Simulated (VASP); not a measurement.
# Ti (P6_3/mmc) in VASP: single point with HSE06

Aim: the single point of Ti with HSE06.

All numbers are computed with VASP 6.6.1; they aren't measurements. Logs are shortened: lines on timing, memory, paths and dates and some standing lists are left out, and cuts for length are marked.

## (1) The cell of the first run

Symmetry: P6_3/mmc, No. 194, hexagonal system. Conventional cell: a = 2.931 Å, b = 2.931 Å, c = 4.655 Å, α = 90.00°, β = 90.00°, γ = 120.00°. Ti (site symmetry -6m2) has 12 Ti at 2.88 to 2.93 Å within 3.8 Å.

## (2) Single point, HSE06

The input, POSCAR:

```
Ti
1.0
    2.9306052420      0.0000000000      0.0000000000
   -1.4653026210      2.5379785880      0.0000000000
    0.0000000000      0.0000000000      4.6545805381
Ti
2
Direct
    0.3333333333      0.6666666667      0.2500000000
    0.6666666667      0.3333333333      0.7500000000
```

The input, INCAR.step1:

```
PREC = Accurate ; ENCUT = 520
EDIFF = 1E-5 ; ISMEAR = -1
SIGMA = 0.02 ; LREAL = F
LASPH = T ; NELM = 100
ALGO = Normal ; ISIF = 2
LWAVE = T ; LCHARG = F
NBANDS = 19 ; GGA = PE
KPAR = 4
```

The input, INCAR.step2:

```
PREC = Accurate ; ENCUT = 520
EDIFF = 1E-6 ; ISMEAR = -1
SIGMA = 0.02 ; LREAL = F
LASPH = T ; NELM = 100
ALGO = Normal ; ISIF = 2
LWAVE = F ; LCHARG = F
GGA = PE ; LHFCALC = T
HFSCREEN = 0.2079 ; PRECFOCK = Normal
NBANDS = 19 ; ISTART = 1
KPAR = 4
```

The input, KPOINTS:

```
regular mesh
0
Gamma
  9 9 4
```

Potentials or basis: VASP PAW PBE potentials, release 64 (Ti_sv).

Run with:

```sh
$ cat potpaw_PBE.64/Ti_sv/POTCAR > POTCAR
$ cp INCAR.step1 INCAR
$ mpirun -np 4 vasp_std > vasp.out
$ cp INCAR.step2 INCAR
$ mpirun -np 4 vasp_std > vasp.out
```

OUTCAR:

```text
PREC = Accurate
   ENCUT = 520
   EDIFF = 1E-6
   ISMEAR = -1
   LREAL = F
   LASPH = T
   NELM = 100
   ISIF = 2
   GGA = PE
   LHFCALC = T
   HFSCREEN = 0.2079
   PRECFOCK = Normal
   ISTART = 1

 ion  position               nearest neighbor table
   1  0.333  0.667  0.250-   2 2.88   2 2.88   2 2.88   2 2.88   2 2.88   2 2.88
   2  0.667  0.333  0.750-   1 2.88   1 2.88   1 2.88   1 2.88   1 2.88   1 2.88

  LATTYP: Found a hexagonal cell.
 ALAT       =     2.9306052420
 C/A-ratio  =     1.5882659566

  Lattice vectors:

 A1 = (   2.9306052420,   0.0000000000,   0.0000000000)
 A2 = (  -1.4653026210,   2.5379785880,   0.0000000000)
 A3 = (   0.0000000000,   0.0000000000,   4.6545805381)

Analysis of symmetry for initial positions (statically):
=====================================================================
 Subroutine PRICEL returns:
 Original cell was already a primitive cell.

 Routine SETGRP: Setting up the symmetry group for a
 hexagonal supercell.

 Subroutine GETGRP returns: Found 24 space group operations
 (whereof 12 operations were pure point group operations)
 out of a pool of 24 trial point group operations.

The static configuration has the point symmetry D_3d.
 The point group associated with its full space group is D_6h.

Analysis of symmetry for dynamics (positions and initial velocities):
=====================================================================
 Subroutine PRICEL returns:
 Original cell was already a primitive cell.

 Routine SETGRP: Setting up the symmetry group for a
 hexagonal supercell.

 Subroutine GETGRP returns: Found 24 space group operations
 (whereof 12 operations were pure point group operations)
 out of a pool of 24 trial point group operations.

The dynamic configuration has the point symmetry D_3d.
 The point group associated with its full space group is D_6h.

 Subroutine INISYM returns: Found 24 space group operations
 (whereof 12 operations are pure point group operations),
 and found     1 'primitive' translations

----------------------------------------------------------------------------------------

                                     Primitive cell

  volume of cell :      34.6199

  direct lattice vectors                    reciprocal lattice vectors
     2.930605242  0.000000000  0.000000000     0.341226442  0.197007178  0.000000000
    -1.465302621  2.537978588  0.000000000     0.000000000  0.394014356  0.000000000
     0.000000000  0.000000000  4.654580538     0.000000000  0.000000000  0.214842131

  length of vectors
     2.930605242  2.930605242  4.654580538     0.394014356  0.394014356  0.214842131

  position of ions in fractional coordinates (direct lattice)
     0.333333333  0.666666667  0.250000000
     0.666666667  0.333333333  0.750000000

  ion indices of the primitive-cell ions
   primitive index   ion index
                 1           1
                 2           2

----------------------------------------------------------------------------------------

 KPOINTS: regular mesh

Automatic generation of k-mesh.
 Grid dimensions read from file:
 generate k-points for:    9    9    4

 Generating k-lattice:

  Cartesian coordinates                     Fractional coordinates (reciprocal lattice)
     0.037914049  0.021889686  0.000000000     0.111111111  0.000000000  0.000000000
     0.000000000  0.043779373  0.000000000     0.000000000  0.111111111  0.000000000
     0.000000000  0.000000000  0.053710533     0.000000000  0.000000000  0.250000000

  Length of vectors
     0.043779373  0.043779373  0.053710533

  Shift w.r.t. Gamma in fractional coordinates (k-lattice)
     0.000000000  0.000000000  0.000000000

 Subroutine IBZKPT returns following result:
 ===========================================

 Found     36 irreducible k-points:

 Following reciprocal coordinates:
            Coordinates               Weight
  0.000000  0.000000  0.000000      1.000000
  0.111111  0.000000  0.000000      6.000000
  0.222222  0.000000  0.000000      6.000000
  0.333333  0.000000  0.000000      6.000000
  0.444444  0.000000  0.000000      6.000000
  0.111111  0.111111  0.000000      6.000000
[... 16 lines left out ...]
  0.333333  0.222222  0.250000     24.000000
  0.333333  0.333333  0.250000      4.000000
 [... further k-points ...]
   k-points           NKPTS =     36   k-points in BZ     NKDIM =    324   number of bands    NBANDS=     19
   number of dos      NEDOS =    301   number of ions     NIONS =      2
   total plane-waves  NPLWV =  20736
   dimension x,y,z NGX =    24 NGY =   24 NGZ =   36
   dimension x,y,z NGXF=    48 NGYF=   48 NGZF=   72
   ions per type =               2
   NGX,Y,Z   is equivalent  to a cutoff of  13.61, 13.61, 12.86 a.u.
   NGXF,Y,Z  is equivalent  to a cutoff of  27.23, 27.23, 25.72 a.u.
 SYSTEM =  unknown system
   PREC   = accura    normal or accurate (medium, high low for compatibility)
   ISTART =      1    job   : 0-new  1-cont  2-samecut
   ICHARG =      0    charge: 1-file 2-atom 10-const
   ISPIN  =      1    spin polarized calculation?
   LNONCOLLINEAR =      F non collinear calculations
   LSORBIT =      F    spin-orbit coupling
   LASPH  =      T    aspherical Exc in radial PAW
   ENCUT  =  520.0 eV  38.22 Ry    6.18 a.u.   5.45  5.45  8.65*2*pi/ulx,y,z
   NELM   =    100;   NELMIN=  2; NELMDL=  0     # of ELM steps
   EDIFF  = 0.1E-05   stopping-criterion for ELM
   LREAL  =      F    real-space projection
   EDIFFG = 0.1E-04   stopping-criterion for IOM
   NSW    =      0    number of steps for IOM
   IBRION =     -1    ionic relax: 0-MD 1-quasi-New 2-CG
   NFREE  =      0    steps in history (QN), initial steepest desc. (CG)
   ISIF   =      2    stress and relaxation
   ISYM   =      3    0-nonsym 1-usesym 2-fastsym
   POTIM  = 0.5000    time-step for ionic-motion
   TEBEG  =    0.0;   TEEND  =   0.0 temperature during run
   PSTRESS=    0.0 pullay stress
   NELECT =      24.0000    total number of electrons
   NUPDOWN=      -1.0000    fix difference up-down
   EMIN   =  10.00;   EMAX   =-10.00  energy-range for DOS
   EFERMI =   0.00;   METHOD = LEGACY
   ISMEAR =    -1;   SIGMA  =   0.02  broadening in eV -4-tet -1-fermi 0-gaus
   EFERMI_NEDOS =   21; number of points for ismear=-14 and -15
   IALGO  =     38    algorithm
   IMIX   =      1    mixing-type and parameters
     AMIX     =   0.40;   BMIX     =  1.00
     AMIX_MAG =   1.60;   BMIX_MAG =  1.00
  volume/ion in A,a.u.               =      17.31       116.81
  Fermi-wavevector in a.u.,A,eV,Ry     =   1.448894  2.738013 28.562629  2.099294
  Thomas-Fermi vector in A             =   2.566683
   LORBIT       =      0    0 simple, 1 ext, 2 COOP (PROOUT), +10 PAW based schemes
   GGA     = PE    functional components
   LHFCALC =     T    Hartree Fock is set to
   PRECFOCK=normal    Normal, Fast or Accurate (Low or Medium for compatibility)
   ENCUT4O =  -1.0   cutoff for four orbital integrals eV
   NKREDX  =     1    reduce k-point grid by
   NKREDY  =     1    reduce k-point grid by
   NKREDZ  =     1    reduce k-point grid by
   AEXX    =    0.2500 exact exchange contribution
   HFSCREEN=    0.2079 screening length (either q_TF or 0.3 A-1)
   HFSCREENC=   0.2079 screening length for correlation (either q_TF or 0.3 A-1)
   ENCUTFOCK=  -1.0 apply spherical cutoff to Coloumb kernel
   IVDW    =     0    specifies the selected vdW correction
   LEPSILON=     F    determine dielectric tensor
   LRPA    =     F    only Hartree local field effects (RPA)
 non-spin polarized calculation
  energy-cutoff  :      520.00
  volume of cell :       34.62
 maximum number of plane-waves:       965
 NGX is ok and might be reduce to    24
  NGX = 18; NGY = 18; NGZ = 28

 number of electron      24.0000000 magnetization

 Free energy of the ion-electron system (eV)
  ---------------------------------------------------
  ext. energy  EPLUGINS =         0.00000000
  ---------------------------------------------------
  free energy    TOTEN  =       -18.95215233 eV

  energy without entropy =      -18.95092767  energy(sigma->0) =      -18.95154000

 E-fermi :   8.5021     XC(G=0):  -9.4790

 val. band max:        8.4920583965   @ k =   0.1111   0.1111   0.2500
 cond. band min:       8.5324116528   @ k =   0.0000   0.0000   0.5000
 fundamental gap:      0.0403532562
 Fermi energy:         8.5020676631

 k-point     1 :       0.0000    0.0000    0.0000
  band No.  band energies     occupation
      1     -53.4064      2.00000
      2     -53.2595      2.00000
      3     -28.3774      2.00000
      4     -27.6610      2.00000
      5     -27.6610      2.00000
      6     -27.6053      2.00000
[... 11 lines left out ...]
     18      10.8773      0.00000
     19      12.4359      0.00000

 k-point     2 :       0.1111    0.0000    0.0000
  band No.  band energies     occupation
      1     -53.3933      2.00000
      2     -53.2544      2.00000
      3     -28.3459      2.00000
      4     -27.7209      2.00000
      5     -27.6794      2.00000
      6     -27.6226      2.00000
[... 11 lines left out ...]
     18      10.6542      0.00000
     19      12.5643      0.00000

 k-point     3 :       0.2222    0.0000    0.0000
  band No.  band energies     occupation
      1     -53.3590      2.00000
      2     -53.2426      2.00000
      3     -28.2603      2.00000
      4     -27.8770      2.00000
      5     -27.7746      2.00000
      6     -27.7238      2.00000
[... 11 lines left out ...]
     18      11.1710      0.00000
     19      12.7744      0.00000

 k-point     4 :       0.3333    0.0000    0.0000
  band No.  band energies     occupation
      1     -53.3163      2.00000
      2     -53.2326      2.00000
      3     -28.1450      2.00000
      4     -28.0601      2.00000
      5     -27.9354      2.00000
      6     -27.7718      2.00000
[... 407 lines left out ...]
     18      12.6032      0.00000
     19      13.2328      0.00000

 k-point    23 :       0.3333    0.2222    0.2500
  band No.  band energies     occupation
      1     -53.2609      2.00000
      2     -53.2379      2.00000
      3     -28.1712      2.00000
      4     -28.1085      2.00000
      5     -27.9578      2.00000
      6     -27.8361      2.00000
[... 11 lines left out ...]
     18      12.7158      0.00000
     19      14.2394      0.00000

 k-point    24 :       0.3333    0.3333    0.2500
  band No.  band energies     occupation
      1     -53.2448      2.00000
      2     -53.2448      2.00000
      3     -28.1001      2.00000
      4     -28.1001      2.00000
      5     -28.0459      2.00000
      6     -27.8639      2.00000
[... 11 lines left out ...]
     18      12.2917      0.00000
     19      15.7245      0.00000

 [... further k-points ...]

------------------------ aborting loop because EDIFF is reached ----------------------------------------

  FORCE on cell =-STRESS in cart. coord.  units (eV):
  Direction    XX          YY          ZZ          XY          YZ          ZX
  --------------------------------------------------------------------------------------
  -------------------------------------------------------------------------------------
  Total       -0.2955687     -0.2955687     -0.4871169      0.0000000      0.0000000      0.0000000
  in kB      -13.6786478    -13.6786478    -22.5433236      0.0000000      0.0000000      0.0000000
  external PRESSURE =     -16.6335397 kB  Pullay stress =       0.0000000 kB

 VOLUME and BASIS-vectors are now :
 -----------------------------------------------------------------------------
  energy-cutoff  :      520.00
  volume of cell :       34.62
      direct lattice vectors                 reciprocal lattice vectors
     2.930605242  0.000000000  0.000000000     0.341226442  0.197007178  0.000000000
    -1.465302621  2.537978588  0.000000000     0.000000000  0.394014356  0.000000000
     0.000000000  0.000000000  4.654580538     0.000000000  0.000000000  0.214842131

 POSITION                                       TOTAL-FORCE (eV/Angst)
 -----------------------------------------------------------------------------------
     -0.00000      1.69199      1.16365        -0.000000      0.000000     -0.000000
      1.46530      0.84599      3.49094         0.000000      0.000000      0.000000
 -----------------------------------------------------------------------------------
    total drift:                               -0.000001     -0.000000      0.000002

  FREE ENERGIE OF THE ION-ELECTRON SYSTEM (eV)
  ---------------------------------------------------
  free  energy   TOTEN  =       -18.9521523327 eV

  energy  without entropy=      -18.9509276750  energy(sigma->0) =      -18.95154000
```

Wall time 58 min (4 MPI ranks of AMD EPYC 7R13 (Zen 3), shared host); peak memory 0.25 GiB.

Results:

| Quantity | Value |
| --- | --- |
| Free energy | -18.9522 eV |
| Pressure | -1.7 GPa |
| Band gap on the k mesh | zero (bands 12 and 13 overlap by 1.79 eV) |

Levels at points of the mesh, in eV from the Fermi level:
```
           k point  band 10  band 11  band 12  band 13  band 14  band 15
(0.00, 0.00, 0.00)    -3.42     0.22     1.13     1.13     1.28     1.80
(0.00, 0.00, 0.50)    -5.47     0.03     0.03     1.09     1.09     1.09
```

Caveat: the PAW data sets were made with another functional, which shifts forces and pressure a little.

The gap in the log of VASP goes by the Fermi energy; the results here count the filled bands.